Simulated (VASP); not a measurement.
# GaSb3 (Fm-3m) in VASP: single point with PBE

Aim: the single point of GaSb3 with PBE.

All numbers are computed with VASP 6.6.1; they aren't measurements. Logs are shortened: lines on timing, memory, paths and dates and some standing lists are left out, and cuts for length are marked.

### Step 1. The cell of the first run

It takes space group Fm-3m (No. 225, cubic). Conventional cell: a = 7.461 Å, b = 7.461 Å, c = 7.461 Å, α = 90.00°, β = 90.00°, γ = 90.00°. Ga (site symmetry m-3m) has 14 Sb at 3.23 to 3.73 Å within 4.3 Å. Within 4.3 Å of Sb (site symmetry -43m) lie 4 Ga at 3.23 Å and 10 Sb at 3.23 to 3.73 Å. Sb (site symmetry m-3m) has 8 Sb at 3.23 Å and 6 Ga at 3.73 Å within 4.3 Å.

### Step 2. Single point, PBE

The input, INCAR:

```
SYSTEM = GaSb3
ALGO = Normal
EDIFF = 1E-6
ENCUT = 500
GGA = PE
GGA_COMPAT = .False.
ISIF = 2
ISMEAR = 1
LASPH = .True.
LCHARG = .True.
LELF = .True.
LREAL = .False.
LVHAR = .True.
LWAVE = .False.
NBANDS = 22
NELM = 120
PREC = Accurate
SIGMA = 0.1
```

The input, KPOINTS:

```
k-points
0
Gamma
  4 4 4
  0 0 0
```

The input, POSCAR:

```
GaSb3
1.0
    5.2758580000      0.0000000000      0.0000000000
    2.6379290000      4.5690270548      0.0000000000
    2.6379290000      1.5230090183      4.3077200185
Ga Sb
1 3
Direct
    0.0000000000      0.0000000000      0.0000000000
    0.2500000000      0.2500000000      0.2500000000
    0.7500000000      0.7500000000      0.7500000000
    0.5000000000      0.5000000000      0.5000000000
```

Potentials or basis: VASP PAW PBE potentials, release 64 (Ga_d, Sb).

The run is started by

```
cat potpaw_PBE.64/Ga_d/POTCAR potpaw_PBE.64/Sb/POTCAR > POTCAR
mpirun -np 1 vasp_std > vasp.out
```

OUTCAR:

```text
SYSTEM = GaSb3
   EDIFF = 1E-6
   ENCUT = 500
   GGA = PE
   ISIF = 2
   ISMEAR = 1
   LASPH = .True.
   LREAL = .False.
   NELM = 120
   PREC = Accurate

 ion  position               nearest neighbor table
   1  0.000  0.000  0.000-   2 3.23   3 3.23   3 3.23   2 3.23   2 3.23   3 3.23   3 3.23   2 3.23

   2  0.250  0.250  0.250-   1 3.23   4 3.23   1 3.23   4 3.23   4 3.23   1 3.23   1 3.23   4 3.23
                             3 3.73   3 3.73   3 3.73   3 3.73   3 3.73   3 3.73
   3  0.750  0.750  0.750-   1 3.23   4 3.23   4 3.23   1 3.23   1 3.23   4 3.23   4 3.23   1 3.23
                             2 3.73   2 3.73   2 3.73   2 3.73   2 3.73   2 3.73
   4  0.500  0.500  0.500-   2 3.23   3 3.23   2 3.23   3 3.23   3 3.23   2 3.23   2 3.23   3 3.23

  LATTYP: Found a face centered cubic cell.
 ALAT       =     7.4611899368

  Lattice vectors:

 A1 = (   5.2758580000,   0.0000000000,   0.0000000000)
 A2 = (   2.6379290000,   4.5690270548,   0.0000000000)
 A3 = (   2.6379290000,   1.5230090183,   4.3077200185)

Analysis of symmetry for initial positions (statically):
=====================================================================
 Subroutine PRICEL returns:
 Original cell was already a primitive cell.

 Routine SETGRP: Setting up the symmetry group for a
 face centered cubic supercell.

 Subroutine GETGRP returns: Found 48 space group operations
 (whereof 48 operations were pure point group operations)
 out of a pool of 48 trial point group operations.

The static configuration has the point symmetry O_h .

Analysis of symmetry for dynamics (positions and initial velocities):
=====================================================================
 Subroutine PRICEL returns:
 Original cell was already a primitive cell.

 Routine SETGRP: Setting up the symmetry group for a
 face centered cubic supercell.

 Subroutine GETGRP returns: Found 48 space group operations
 (whereof 48 operations were pure point group operations)
 out of a pool of 48 trial point group operations.

The dynamic configuration has the point symmetry O_h .

 Subroutine INISYM returns: Found 48 space group operations
 (whereof 48 operations are pure point group operations),
 and found     1 'primitive' translations

----------------------------------------------------------------------------------------

                                     Primitive cell

  volume of cell :     103.8399

  direct lattice vectors                    reciprocal lattice vectors
     5.275858000  0.000000000  0.000000000     0.189542630 -0.109432488 -0.077380455
     2.637929000  4.569027055  0.000000000     0.000000000  0.218864977 -0.077380455
     2.637929000  1.523009018  4.307720019     0.000000000  0.000000000  0.232141364

  length of vectors
     5.275858000  5.275858000  5.275858000     0.232141364  0.232141364  0.232141364

  position of ions in fractional coordinates (direct lattice)
     0.000000000  0.000000000  0.000000000
     0.250000000  0.250000000  0.250000000
     0.750000000  0.750000000  0.750000000
     0.500000000  0.500000000  0.500000000

  ion indices of the primitive-cell ions
   primitive index   ion index
                 1           1
                 2           2
                 3           3
                 4           4

----------------------------------------------------------------------------------------

 KPOINTS: k-points

Automatic generation of k-mesh.
 Grid dimensions read from file:
 generate k-points for:    4    4    4

 Generating k-lattice:

  Cartesian coordinates                     Fractional coordinates (reciprocal lattice)
     0.047385657 -0.027358122 -0.019345114     0.250000000  0.000000000  0.000000000
     0.000000000  0.054716244 -0.019345114     0.000000000  0.250000000 -0.000000000
     0.000000000  0.000000000  0.058035341     0.000000000  0.000000000  0.250000000

  Length of vectors
     0.058035341  0.058035341  0.058035341

  Shift w.r.t. Gamma in fractional coordinates (k-lattice)
     0.000000000  0.000000000  0.000000000

 Subroutine IBZKPT returns following result:
 ===========================================

 Found      8 irreducible k-points:

 Following reciprocal coordinates:
            Coordinates               Weight
  0.000000  0.000000  0.000000      1.000000
  0.250000 -0.000000  0.000000      8.000000
  0.500000 -0.000000  0.000000      4.000000
  0.250000  0.250000  0.000000      6.000000
  0.500000  0.250000 -0.000000     24.000000
 -0.250000  0.250000  0.000000     12.000000
  0.500000  0.500000  0.000000      3.000000
 -0.250000  0.500000  0.250000      6.000000
   k-points           NKPTS =      8   k-points in BZ     NKDIM =      8   number of bands    NBANDS=     22
   number of dos      NEDOS =    301   number of ions     NIONS =      4
   total plane-waves  NPLWV =  64000
   dimension x,y,z NGX =    40 NGY =   40 NGZ =   40
   dimension x,y,z NGXF=    80 NGYF=   80 NGZF=   80
   ions per type =               1   3
   NGX,Y,Z   is equivalent  to a cutoff of  12.60, 12.60, 12.60 a.u.
   NGXF,Y,Z  is equivalent  to a cutoff of  25.21, 25.21, 25.21 a.u.
 SYSTEM =  GaSb3
   PREC   = accura    normal or accurate (medium, high low for compatibility)
   ISTART =      0    job   : 0-new  1-cont  2-samecut
   ICHARG =      2    charge: 1-file 2-atom 10-const
   ISPIN  =      1    spin polarized calculation?
   LNONCOLLINEAR =      F non collinear calculations
   LSORBIT =      F    spin-orbit coupling
   LASPH  =      T    aspherical Exc in radial PAW
   ENCUT  =  500.0 eV  36.75 Ry    6.06 a.u.   9.62  9.62  9.62*2*pi/ulx,y,z
   NELM   =    120;   NELMIN=  2; NELMDL= -5     # of ELM steps
   EDIFF  = 0.1E-05   stopping-criterion for ELM
   LREAL  =      F    real-space projection
   EDIFFG = 0.1E-04   stopping-criterion for IOM
   NSW    =      0    number of steps for IOM
   IBRION =     -1    ionic relax: 0-MD 1-quasi-New 2-CG
   NFREE  =      0    steps in history (QN), initial steepest desc. (CG)
   ISIF   =      2    stress and relaxation
   ISYM   =      2    0-nonsym 1-usesym 2-fastsym
   POTIM  = 0.5000    time-step for ionic-motion
   TEBEG  =    0.0;   TEEND  =   0.0 temperature during run
   PSTRESS=    0.0 pullay stress
   NELECT =      28.0000    total number of electrons
   NUPDOWN=      -1.0000    fix difference up-down
   EMIN   =  10.00;   EMAX   =-10.00  energy-range for DOS
   EFERMI =   0.00;   METHOD = LEGACY
   ISMEAR =     1;   SIGMA  =   0.10  broadening in eV -4-tet -1-fermi 0-gaus
   EFERMI_NEDOS =   21; number of points for ismear=-14 and -15
   IALGO  =     38    algorithm
   IMIX   =      4    mixing-type and parameters
     AMIX     =   0.40;   BMIX     =  1.00
     AMIX_MAG =   1.60;   BMIX_MAG =  1.00
  volume/ion in A,a.u.               =      25.96       175.19
  Fermi-wavevector in a.u.,A,eV,Ry     =   1.057644  1.998657 15.219617  1.118610
  Thomas-Fermi vector in A             =   2.192924
   LORBIT       =      0    0 simple, 1 ext, 2 COOP (PROOUT), +10 PAW based schemes
   GGA     = PE    functional components
   LHFCALC =     F    Hartree Fock is set to
   AEXX    =    0.0000 exact exchange contribution
   IVDW    =     0    specifies the selected vdW correction
   LEPSILON=     F    determine dielectric tensor
   LRPA    =     F    only Hartree local field effects (RPA)
 non-spin polarized calculation
 Methfessel and Paxton  Order N= 1 SIGMA  =   0.10
  energy-cutoff  :      500.00
  volume of cell :      103.84
 maximum number of plane-waves:      2685
 NGX is ok and might be reduce to    40
   NGX = 19   NGY = 19   NGZ = 19

 number of electron      28.0000014 magnetization

 Free energy of the ion-electron system (eV)
  ---------------------------------------------------
  ext. energy  EPLUGINS =         0.00000000
  ---------------------------------------------------
  free energy    TOTEN  =       -14.27282298 eV

  energy without entropy =      -14.26724585  energy(sigma->0) =      -14.27096393

 E-fermi :   7.4875     XC(G=0): -10.2021

 val. band max:        7.4041916078   @ k =   0.5000  -0.0000   0.0000
 cond. band min:       7.5065286221   @ k =   0.5000   0.2500  -0.0000
 fundamental gap:      0.1023370143
 Fermi energy:         7.4874683400

 k-point     1 :       0.0000    0.0000    0.0000
  band No.  band energies     occupation
      1      -7.3696      2.00000
      2      -7.3696      2.00000
      3      -7.3696      2.00000
      4      -7.3569      2.00000
      5      -7.3569      2.00000
      6      -5.0020      2.00000
[... 14 lines left out ...]
     21      14.1709      0.00000
     22      14.1709      0.00000

 k-point     2 :       0.2500   -0.0000    0.0000
  band No.  band energies     occupation
      1      -7.3721      2.00000
      2      -7.3685      2.00000
      3      -7.3685      2.00000
      4      -7.3572      2.00000
      5      -7.3572      2.00000
      6      -4.5278      2.00000
[... 14 lines left out ...]
     21      12.5939      0.00000
     22      13.0246      0.00000

 k-point     3 :       0.5000   -0.0000    0.0000
  band No.  band energies     occupation
      1      -7.3749      2.00000
      2      -7.3677      2.00000
      3      -7.3677      2.00000
      4      -7.3574      2.00000
      5      -7.3574      2.00000
      6      -3.4778      2.00000
[... 14 lines left out ...]
     21      12.7941      0.00000
     22      16.1206      0.00000

 k-point     4 :       0.2500    0.2500    0.0000
  band No.  band energies     occupation
      1      -7.3737      2.00000
      2      -7.3675      2.00000
      3      -7.3675      2.00000
      4      -7.3588      2.00000
      5      -7.3565      2.00000
      6      -4.3677      2.00000
[... 14 lines left out ...]
     21      12.1901      0.00000
     22      12.1901      0.00000

 k-point     5 :       0.5000    0.2500   -0.0000
  band No.  band energies     occupation
      1      -7.3745      2.00000
      2      -7.3684      2.00000
      3      -7.3664      2.00000
      4      -7.3595      2.00000
      5      -7.3568      2.00000
      6      -3.3412      2.00000
[... 14 lines left out ...]
     21      12.5232      0.00000
     22      13.8303      0.00000

 k-point     6 :      -0.2500    0.2500    0.0000
  band No.  band energies     occupation
      1      -7.3721      2.00000
      2      -7.3701      2.00000
      3      -7.3673      2.00000
      4      -7.3580      2.00000
      5      -7.3577      2.00000
      6      -3.7666      2.00000
[... 14 lines left out ...]
     21      13.1077      0.00000
     22      14.2823      0.00000

 k-point     7 :       0.5000    0.5000    0.0000
  band No.  band energies     occupation
      1      -7.3780      2.00000
      2      -7.3653      2.00000
      3      -7.3653      2.00000
      4      -7.3615      2.00000
      5      -7.3560      2.00000
      6      -2.6993      2.00000
[... 14 lines left out ...]
     21      12.4021      0.00000
     22      13.0979      0.00000

 k-point     8 :      -0.2500    0.5000    0.2500
  band No.  band energies     occupation
      1      -7.3719      2.00000
      2      -7.3719      2.00000
      3      -7.3653      2.00000
      4      -7.3601      2.00000
      5      -7.3570      2.00000
      6      -2.3537      2.00000
[... 14 lines left out ...]
     21      11.4952      0.00000
     22      15.5607      0.00000

------------------------ aborting loop because EDIFF is reached ----------------------------------------

  FORCE on cell =-STRESS in cart. coord.  units (eV):
  Direction    XX          YY          ZZ          XY          YZ          ZX
  --------------------------------------------------------------------------------------
  -------------------------------------------------------------------------------------
  Total       -1.6763973     -1.6763973     -1.6763973     -0.0000000     -0.0000000     -0.0000000
  in kB      -25.8656413    -25.8656413    -25.8656413     -0.0000000     -0.0000000     -0.0000000
  external PRESSURE =     -25.8656413 kB  Pullay stress =       0.0000000 kB

 VOLUME and BASIS-vectors are now :
 -----------------------------------------------------------------------------
  energy-cutoff  :      500.00
  volume of cell :      103.84
      direct lattice vectors                 reciprocal lattice vectors
     5.275858000  0.000000000  0.000000000     0.189542630 -0.109432488 -0.077380455
     2.637929000  4.569027055  0.000000000     0.000000000  0.218864977 -0.077380455
     2.637929000  1.523009018  4.307720019     0.000000000  0.000000000  0.232141364

 POSITION                                       TOTAL-FORCE (eV/Angst)
 -----------------------------------------------------------------------------------
      0.00000      0.00000      0.00000        -0.000000     -0.000000     -0.000000
      2.63793      1.52301      1.07693        -0.000000     -0.000000      0.000000
      7.91379      4.56903      3.23079         0.000000      0.000000     -0.000000
      5.27586      3.04602      2.15386        -0.000000     -0.000000     -0.000000
 -----------------------------------------------------------------------------------
    total drift:                                0.000000     -0.000000     -0.000000

  FREE ENERGIE OF THE ION-ELECTRON SYSTEM (eV)
  ---------------------------------------------------
  free  energy   TOTEN  =       -14.2728229773 eV

  energy  without entropy=      -14.2672458496  energy(sigma->0) =      -14.27096393
```

It took 11 s on 1 thread of Intel Xeon 6975P-C (Granite Rapids), shared host; peak memory 0.23 GiB.

Results:

* Free energy: -14.2728 eV
* Pressure: -2.6 GPa
* Band gap on the k mesh: zero (band 14 reaches 8.85 eV, above the bottom of band 15 at 5.06 eV)

Caveat: the k points lie up to 0.36 Å⁻¹ apart; spin-orbit coupling is left out, which moves the levels of the heavy elements.
